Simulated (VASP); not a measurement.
# TiO2 (C2/m) in VASP: further runs

TiO2 is run at these levels: PBEsol+D4, SVWN5, PBE; tasks: single point, relaxation of cell and atoms.

Program: VASP 6.6.1. These are calculated values, not measurements. Logs are shortened: lines on timing, memory, paths and dates and some standing lists are left out, and cuts for length are marked.

## 1. The cell of the first run

The structure is monoclinic, space group C2/m (No. 12). Conventional cell: a = 12.225 Å, b = 3.742 Å, c = 6.572 Å, α = 90.00°, β = 106.95°, γ = 90.00°. Ti (site symmetry m) has 6 O at 1.85 to 2.14 Å within 2.5 Å. Ti (site symmetry m) has 6 O at 1.77 to 2.32 Å within 2.4 Å. O (site symmetry m) has 3 Ti at 1.93 to 2.02 Å and 2 O at 2.51 Å within 2.6 Å. Within 2.7 Å of O (site symmetry m) lie 4 Ti at 1.95 to 2.32 Å and 5 O at 2.51 to 2.69 Å. O (site symmetry m) has 2 Ti at 1.77 to 1.86 Å within 2.3 Å. O (site symmetry m) has 3 Ti at 1.85 to 2.14 Å and 10 O at 2.53 to 2.97 Å within 3.0 Å.

## 2. Single point, PBEsol+D4

Contents of INCAR:

```
ALGO     = Normal         # electronic algorithm
EDIFF    = 1E-6           # SCF threshold, eV
ENCUT    = 600            # plane-wave cutoff, eV
GGA      = PS             # functional
GGA_COMPAT= F            
ISIF     = 2              # what is computed and relaxed
ISMEAR   = -1             # smearing method
IVDW     = 13             # dispersion correction
LASPH    = T              # aspherical terms in the spheres
LCHARG   = T              # write CHGCAR
LELF     = T              # ELF
LREAL    = F              # projectors in reciprocal space
LVHAR    = T            
LWAVE    = F              # write WAVECAR
NBANDS   = 60             # bands
NELM     = 120            # most SCF steps
PREC     = Accurate       # precision mode
SIGMA    = 0.05           # smearing width, eV
```

Contents of KPOINTS:

```
k-points
0
Gamma
  8 8 4
```

Contents of POSCAR:

```
TiO2
1.0
    6.1122767729     -1.8708273909      0.0000000000
    6.1122767729      1.8708273909      0.0000000000
   -1.9153839319      0.0000000000      6.2864893037
Ti O
4 8
Direct
    0.9000710000      0.9000710000      0.2896020000
    0.1952860000      0.1952860000      0.2837620000
    0.0999290000      0.0999290000      0.7103980000
    0.8047140000      0.8047140000      0.7162380000
    0.3619310000      0.3619310000      0.2933970000
    0.2634885000      0.2634885000      0.6525000000
    0.8671885000      0.8671885000      0.9952910000
    0.7365115000      0.7365115000      0.3475000000
    0.9416475000      0.9416475000      0.6300210000
    0.1328115000      0.1328115000      0.0047090000
    0.6380690000      0.6380690000      0.7066030000
    0.0583525000      0.0583525000      0.3699790000
```

Potentials or basis: VASP PAW PBE potentials, release 64 (Ti_sv, O).

Started as:

```sh
$ cat potpaw_PBE.64/Ti_sv/POTCAR potpaw_PBE.64/O/POTCAR > POTCAR
$ mpirun -np 1 vasp_std > vasp.out
```

OUTCAR:

```text
EDIFF = 1E-6
   ENCUT = 600
   GGA = PS
   ISIF = 2
   ISMEAR = -1
   IVDW = 13
   LASPH = T
   LREAL = F
   NELM = 120
   PREC = Accurate

 ion  position               nearest neighbor table
   1  0.900  0.900  0.290-  12 1.85   7 1.86   5 1.93   5 1.93   8 2.14   9 2.14
   2  0.195  0.195  0.284-  10 1.77  12 1.92   8 1.95   8 1.95   5 2.02   6 2.32
   3  0.100  0.100  0.710-   9 1.85  10 1.86  11 1.93  11 1.93   6 2.14  12 2.14
   4  0.805  0.805  0.716-   7 1.77   9 1.92   6 1.95   6 1.95  11 2.02   8 2.32
   5  0.362  0.362  0.293-   1 1.93   1 1.93   2 2.02
   6  0.263  0.263  0.653-   4 1.95   4 1.95   3 2.14   2 2.32
   7  0.867  0.867  0.995-   4 1.77   1 1.86
   8  0.737  0.737  0.347-   2 1.95   2 1.95   1 2.14   4 2.32
   9  0.942  0.942  0.630-   3 1.85   4 1.92   1 2.14
  10  0.133  0.133  0.005-   2 1.77   3 1.86
  11  0.638  0.638  0.707-   3 1.93   3 1.93   4 2.02
  12  0.058  0.058  0.370-   1 1.85   2 1.92   3 2.14

  LATTYP: Found a base centered monoclinic cell.
 ALAT       =    12.2245535458
 B/A-ratio  =     0.3060770087
 C/A-ratio  =     0.5375907333
 COS(beta)  =    -0.2914546970

  Lattice vectors:

 A1 = (   6.1122767729,  -1.8708273909,   0.0000000000)
 A2 = (   6.1122767729,   1.8708273909,   0.0000000000)
 A3 = (  -1.9153839319,   0.0000000000,   6.2864893037)

Analysis of symmetry for initial positions (statically):
=====================================================================
 Subroutine PRICEL returns:
 Original cell was already a primitive cell.

 Routine SETGRP: Setting up the symmetry group for a
 base centered monoclinic supercell.

 Subroutine GETGRP returns: Found  4 space group operations
 (whereof  4 operations were pure point group operations)
 out of a pool of  4 trial point group operations.

The static configuration has the point symmetry C_2h.

Analysis of symmetry for dynamics (positions and initial velocities):
=====================================================================
 Subroutine PRICEL returns:
 Original cell was already a primitive cell.

 Routine SETGRP: Setting up the symmetry group for a
 base centered monoclinic supercell.

 Subroutine GETGRP returns: Found  4 space group operations
 (whereof  4 operations were pure point group operations)
 out of a pool of  4 trial point group operations.

The dynamic configuration has the point symmetry C_2h.

 Subroutine INISYM returns: Found  4 space group operations
 (whereof  4 operations are pure point group operations),
[... 128 lines left out ...]
   NUPDOWN=      -1.0000    fix difference up-down
   EMIN   =  10.00;   EMAX   =-10.00  energy-range for DOS
   EFERMI =   0.00;   METHOD = LEGACY
   ISMEAR =    -1;   SIGMA  =   0.05  broadening in eV -4-tet -1-fermi 0-gaus
   EFERMI_NEDOS =   21; number of points for ismear=-14 and -15
   IALGO  =     38    algorithm
   IMIX   =      4    mixing-type and parameters
     AMIX     =   0.40;   BMIX     =  1.00
     AMIX_MAG =   1.60;   BMIX_MAG =  1.00
  volume/ion in A,a.u.               =      11.98        80.85
  Fermi-wavevector in a.u.,A,eV,Ry     =   1.430892  2.703994 27.857285  2.047453
  Thomas-Fermi vector in A             =   2.550688
   LORBIT       =      0    0 simple, 1 ext, 2 COOP (PROOUT), +10 PAW based schemes
   GGA     = PS    functional components
   LHFCALC =     F    Hartree Fock is set to
   AEXX    =    0.0000 exact exchange contribution
   IVDW    =    13    specifies the selected vdW correction
   LEPSILON=     F    determine dielectric tensor
   LRPA    =     F    only Hartree local field effects (RPA)
 non-spin polarized calculation
  energy-cutoff  :      600.00
  volume of cell :      143.77
 maximum number of plane-waves:      4840
 NGX is ok and might be reduce to    54
   NGX = 25   NGY = 25   NGZ = 27

 number of electron      95.9999997 magnetization

 Free energy of the ion-electron system (eV)
  ---------------------------------------------------
  ext. energy  EPLUGINS =         0.00000000
  ---------------------------------------------------
  free energy    TOTEN  =      -112.42407247 eV

  energy without entropy =     -112.42407247  energy(sigma->0) =     -112.42407247

 E-fermi :   3.7506     XC(G=0): -10.6347

 val. band max:        2.5486376552   @ k =  -0.3750   0.2500   0.5000
 cond. band min:       5.3139356051   @ k =   0.0000   0.0000   0.0000
 fundamental gap:      2.7652979500
 Fermi energy:         3.7506058361

 k-point     1 :       0.0000    0.0000    0.0000
  band No.  band energies     occupation
      1     -53.2828      2.00000
      2     -53.2694      2.00000
      3     -53.1856      2.00000
      4     -53.1786      2.00000
      5     -29.8288      2.00000
      6     -29.7766      2.00000
[... 1501 lines left out ...]
     59       7.2441      0.00000
     60       7.2949      0.00000

 [... further k-points ...]

------------------------ aborting loop because EDIFF is reached ----------------------------------------

  DFT-D4 for vdW energy calculation

  Edisp (eV):   -1.21854

  FORCE on cell =-STRESS in cart. coord.  units (eV):
  Direction    XX          YY          ZZ          XY          YZ          ZX
  --------------------------------------------------------------------------------------
  -------------------------------------------------------------------------------------
  Total      -3.72303    -3.66941    -3.63506     0.00000     0.00000     0.10258
  in kB     -41.48889   -40.89136   -40.50859     0.00000     0.00000     1.14312
  external pressure =      -40.96 kB  Pullay stress =        0.00 kB

 VOLUME and BASIS-vectors are now :
 -----------------------------------------------------------------------------
  energy-cutoff  :      600.00
  volume of cell :      143.77
      direct lattice vectors                 reciprocal lattice vectors
     6.112276773 -1.870827391  0.000000000     0.081802578 -0.267261428  0.024923823
     6.112276773  1.870827391  0.000000000     0.081802578  0.267261428  0.024923823
    -1.915383932  0.000000000  6.286489304     0.000000000  0.000000000  0.159071296

 POSITION                                       TOTAL-FORCE (eV/Angst)
 -----------------------------------------------------------------------------------
     10.44827      0.00000      1.82058        -0.082894      0.000000      0.018470
      1.84377      0.00000      1.78387        -0.001613      0.000000      0.038103
     -0.13910      0.00000      4.46591         0.082894      0.000000     -0.018470
      8.46540      0.00000      4.50262         0.001613      0.000000     -0.038103
      3.86248      0.00000      1.84444        -0.061634      0.000000      0.002432
      1.97124      0.00000      4.10193        -0.038367      0.000000     -0.018318
      8.69463      0.00000      6.25689        -0.052919      0.000000      0.054993
      8.33793      0.00000      2.18456         0.038367      0.000000      0.018318
     10.30449      0.00000      3.96062        -0.033087      0.000000     -0.035837
      1.61454      0.00000      0.02960         0.052919      0.000000     -0.054993
      6.44669      0.00000      4.44205         0.061634      0.000000     -0.002432
      0.00468      0.00000      2.32587         0.033087      0.000000      0.035837
 -----------------------------------------------------------------------------------
    total drift:                               -0.000000     -0.000000      0.000000

  FREE ENERGIE OF THE ION-ELECTRON SYSTEM (eV)
  ---------------------------------------------------
  free  energy   TOTEN  =      -113.6426168734 eV

  energy  without entropy=     -113.6426168733  energy(sigma->0) =     -113.64261687
```

OSZICAR:

```text
N       E                     dE             d eps       ncg     rms          rms(c)
DAV:   1     0.159252649206E+04    0.15925E+04   -0.51893E+04  9440   0.205E+03
DAV:   2     0.194400302947E+03   -0.13981E+04   -0.13281E+04  9476   0.613E+02
DAV:   3    -0.118286264359E+03   -0.31269E+03   -0.30145E+03 12028   0.248E+02
DAV:   4    -0.142886330433E+03   -0.24600E+02   -0.24537E+02 14112   0.757E+01
DAV:   5    -0.144447109536E+03   -0.15608E+01   -0.15601E+01 14544   0.152E+01    0.459E+01
DAV:   6    -0.113468285600E+03    0.30979E+02   -0.19847E+02 13712   0.978E+01    0.181E+01
DAV:   7    -0.112858060604E+03    0.61022E+00   -0.35551E+01 13472   0.350E+01    0.121E+01
DAV:   8    -0.112450392850E+03    0.40767E+00   -0.47231E+00 13396   0.163E+01    0.419E+00
DAV:   9    -0.112415342399E+03    0.35050E-01   -0.85393E-01 13768   0.651E+00    0.159E+00
DAV:  10    -0.112419563992E+03   -0.42216E-02   -0.13586E-01 13700   0.308E+00    0.816E-01
DAV:  11    -0.112423303504E+03   -0.37395E-02   -0.39113E-02 12836   0.194E+00    0.199E-01
DAV:  12    -0.112423713382E+03   -0.40988E-03   -0.84268E-03 13356   0.605E-01    0.680E-02
DAV:  13    -0.112423916363E+03   -0.20298E-03   -0.72979E-04 13344   0.193E-01    0.752E-02
DAV:  14    -0.112424041286E+03   -0.12492E-03   -0.55373E-04 13156   0.131E-01    0.244E-02
DAV:  15    -0.112424063187E+03   -0.21901E-04   -0.11538E-04 13504   0.672E-02    0.139E-02
DAV:  16    -0.112424070137E+03   -0.69503E-05   -0.35107E-05 12828   0.324E-02    0.747E-03
DAV:  17    -0.112424071796E+03   -0.16586E-05   -0.77781E-06 10744   0.155E-02    0.642E-03
DAV:  18    -0.112424072467E+03   -0.67116E-06   -0.60525E-06  9588   0.150E-02
   1 F= -.11364262E+03 E0= -.11364262E+03  d E =-.191305E-10
```

stdout:

```text
POSCAR found type information on POSCAR TiO
 POSCAR found :  2 types and      12 ions
 scaLAPACK will be used
 -----------------------------------------------------------------------------
|                                                                             |
|                                                                             |
|     You enforced a specific xc type in the INCAR file but a different       |
|     I HOPE YOU KNOW WHAT YOU ARE DOING!                                     |
|                                                                             |
 -----------------------------------------------------------------------------

 LDA part: xc-table for (Slater+PW92), standard interpolation
 POSCAR, INCAR and KPOINTS ok, starting setup
 FFT: planning ... GRIDC
 FFT: planning ... GRID_SOFT
 FFT: planning ... GRID
 WAVECAR not read
 entering main loop
```

Wall time 23 min (1 thread of Intel Xeon Platinum 8488C (Sapphire Rapids), shared host); peak memory 0.79 GiB.

What came out:

```
Free energy                : -113.6426 eV
Pressure                   : -4.1 GPa
Largest force              : 0.085 eV/Å
Band gap on the k mesh     : 2.77 eV (least direct gap 2.94 eV)
Dispersion energy per atom : -0.102 eV
```

Forces on the atoms (eV/Å):
```
Ti  -0.083  0.000  0.018
Ti  -0.002  0.000  0.038
Ti   0.083  0.000 -0.018
Ti   0.002  0.000 -0.038
O   -0.062  0.000  0.002
O   -0.038  0.000 -0.018
O   -0.053  0.000  0.055
O    0.038  0.000  0.018
O   -0.033  0.000 -0.036
O    0.053  0.000 -0.055
O    0.062  0.000 -0.002
O    0.033  0.000  0.036
```

Stress tensor (GPa, compression positive):
```
-4.15  0.00  0.11
 0.00 -4.09  0.00
 0.11  0.00 -4.05
```

Caveat: the cell stands under tension; the PAW data sets were made with another functional, which shifts forces and pressure a little. A k mesh can miss the band edges.

## 3. Single point, SVWN5

This run uses another cell than the first one, of 11.50 Å³/atom.

Contents of INCAR:

```
PREC = Accurate
ENCUT = 520
EDIFF = 1E-6
ISMEAR = -1
SIGMA = 0.05
LREAL = F
LASPH = T
NELM = 80
ALGO = Normal
ISIF = 2
LWAVE = F
LCHARG = T
GGA = VW
LELF = T
LVHAR = T
NBANDS = 60
```

Contents of KPOINTS:

```
regular mesh
0
Gamma
  8 8 4
```

Contents of POSCAR:

```
TiO2
1.0
    6.0302502528     -1.8488318210      0.0016940830
    6.0302502528      1.8488318210      0.0016940830
   -1.8879371851      0.0000000000      6.1884559398
Ti O
4 8
Direct
    0.8990611605      0.8990611605      0.2918114676
    0.1953098623      0.1953098623      0.2848805829
    0.1009388395      0.1009388395      0.7081885324
    0.8046901377      0.8046901377      0.7151194171
    0.3618322597      0.3618322597      0.2952114568
    0.2635007190      0.2635007190      0.6502424326
    0.8660403044      0.8660403044      0.9965138804
    0.7364992810      0.7364992810      0.3497575674
    0.9415500176      0.9415500176      0.6297392070
    0.1339596956      0.1339596956      0.0034861196
    0.6381677403      0.6381677403      0.7047885432
    0.0584499824      0.0584499824      0.3702607930
```

Potentials or basis: VASP PAW PBE potentials, release 64 (Ti_sv, O).

Started as:

```sh
$ cat potpaw_PBE.64/Ti_sv/POTCAR potpaw_PBE.64/O/POTCAR > POTCAR
$ mpirun -np 1 vasp_std > vasp.out
```

OUTCAR:

```text
PREC = Accurate
   ENCUT = 520
   EDIFF = 1E-6
   ISMEAR = -1
   LREAL = F
   LASPH = T
   NELM = 80
   ISIF = 2
   GGA = VW

 ion  position               nearest neighbor table
   1  0.899  0.899  0.292-   7 1.83  12 1.84   5 1.90   5 1.90   9 2.10   8 2.10
   2  0.195  0.195  0.285-  10 1.75  12 1.89   8 1.93   8 1.93   5 1.99   6 2.27
   3  0.101  0.101  0.708-  10 1.83   9 1.84  11 1.90  11 1.90  12 2.10   6 2.10
   4  0.805  0.805  0.715-   7 1.75   9 1.89   6 1.93   6 1.93  11 1.99   8 2.27
   5  0.362  0.362  0.295-   1 1.90   1 1.90   2 1.99
   6  0.264  0.264  0.650-   4 1.93   4 1.93   3 2.10   2 2.27
   7  0.866  0.866  0.997-   4 1.75   1 1.83
   8  0.736  0.736  0.350-   2 1.93   2 1.93   1 2.10   4 2.27
   9  0.942  0.942  0.630-   3 1.84   4 1.89   1 2.10
  10  0.134  0.134  0.003-   2 1.75   3 1.83
  11  0.638  0.638  0.705-   3 1.90   3 1.90   4 1.99
  12  0.058  0.058  0.370-   1 1.84   2 1.89   3 2.10

  LATTYP: Found a base centered monoclinic cell.
 ALAT       =    12.0605009815
 B/A-ratio  =     0.3065928727
[... 207 lines left out ...]
 Fermi energy:         3.8644834902

 k-point     1 :       0.0000    0.0000    0.0000
  band No.  band energies     occupation
      1     -52.6937      2.00000
      2     -52.6753      2.00000
      3     -52.5972      2.00000
      4     -52.5885      2.00000
      5     -29.5082      2.00000
      6     -29.4528      2.00000
[... 1501 lines left out ...]
     59       7.5102      0.00000
     60       7.5741      0.00000

 [... further k-points ...]
[... 5 lines left out ...]
  --------------------------------------------------------------------------------------
  -------------------------------------------------------------------------------------
  Total        0.8012201      0.7540912      1.0316149      0.0000000      0.0000000      0.0661236
  in kB        9.3020820      8.7549204     11.9769410      0.0000000      0.0000000      0.7676885
  external PRESSURE =      10.0113145 kB  Pullay stress =       0.0000000 kB

 VOLUME and BASIS-vectors are now :
 -----------------------------------------------------------------------------
  energy-cutoff  :      520.00
  volume of cell :      138.00
      direct lattice vectors                 reciprocal lattice vectors
     6.030250253 -1.848831821  0.001694083     0.082908193 -0.270441040  0.025293136
     6.030250253  1.848831821  0.001694083     0.082908193  0.270441040  0.025293136
    -1.887937185  0.000000000  6.188455940    -0.000045392  0.000000000  0.161577349

 POSITION                                       TOTAL-FORCE (eV/Angst)
 -----------------------------------------------------------------------------------
     10.29221      0.00000      1.80891        -0.050898      0.000000      0.048400
      1.81770      0.00000      1.76363         0.015927      0.000000      0.129962
     -0.11964      0.00000      4.38294         0.050898      0.000000     -0.048400
      8.35487      0.00000      4.42821        -0.015927      0.000000     -0.129962
      3.80654      0.00000      1.82813         0.013347      0.000000     -0.000906
      1.95033      0.00000      4.02489         0.000924      0.000000     -0.015772
      8.56352      0.00000      6.16982         0.027784      0.000000      0.075637
      8.22223      0.00000      2.16695        -0.000924      0.000000      0.015772
     10.16666      0.00000      3.90030        -0.035949      0.000000     -0.022695
      1.60904      0.00000      0.02203        -0.027784      0.000000     -0.075637
      6.36603      0.00000      4.36372        -0.013347      0.000000      0.000906
      0.00591      0.00000      2.29154         0.035949      0.000000      0.022695
 -----------------------------------------------------------------------------------
    total drift:                                0.000000     -0.000000      0.000000

  FREE ENERGIE OF THE ION-ELECTRON SYSTEM (eV)
  ---------------------------------------------------
  free  energy   TOTEN  =      -117.7338669690 eV

  energy  without entropy=     -117.7338669690  energy(sigma->0) =     -117.73386697
```

stdout:

```text
POSCAR found type information on POSCAR TiO
 POSCAR found :  2 types and      12 ions
 scaLAPACK will be used
 -----------------------------------------------------------------------------
|                                                                             |
|                                                                             |
|     You enforced a specific xc type in the INCAR file but a different       |
|     I HOPE YOU KNOW WHAT YOU ARE DOING!                                     |
|                                                                             |
 -----------------------------------------------------------------------------

 LDA part: xc-table for (Slater(with rela. corr.)+VWN5), standard interpolation
 POSCAR, INCAR and KPOINTS ok, starting setup
 FFT: planning ... GRIDC
 FFT: planning ... GRID_SOFT
 FFT: planning ... GRID
 WAVECAR not read
 entering main loop
```

Run time: 9.9 min. Hardware: 1 thread of Intel Xeon 6975P-C (Granite Rapids), shared host; peak memory 0.56 GiB.

What came out:

| Property | Result |
| --- | --- |
| Free energy | -117.7339 eV |
| Pressure | 1.0 GPa |
| Largest force | 0.131 eV/Å |
| Band gap on the k mesh | 2.82 eV (least direct gap 3.02 eV) |

Forces in eV/Å, atoms in the order of the input:
```
Ti  -0.051  0.000  0.048
Ti   0.016  0.000  0.130
Ti   0.051  0.000 -0.048
Ti  -0.016  0.000 -0.130
O    0.013  0.000 -0.001
O    0.001  0.000 -0.016
O    0.028  0.000  0.076
O   -0.001  0.000  0.016
O   -0.036  0.000 -0.023
O   -0.028  0.000 -0.076
O   -0.013  0.000  0.001
O    0.036  0.000  0.023
```

Caveat: the PAW data sets were made with another functional, which shifts forces and pressure a little. A k mesh can miss the band edges.

(Continued in part 2 of 2.)
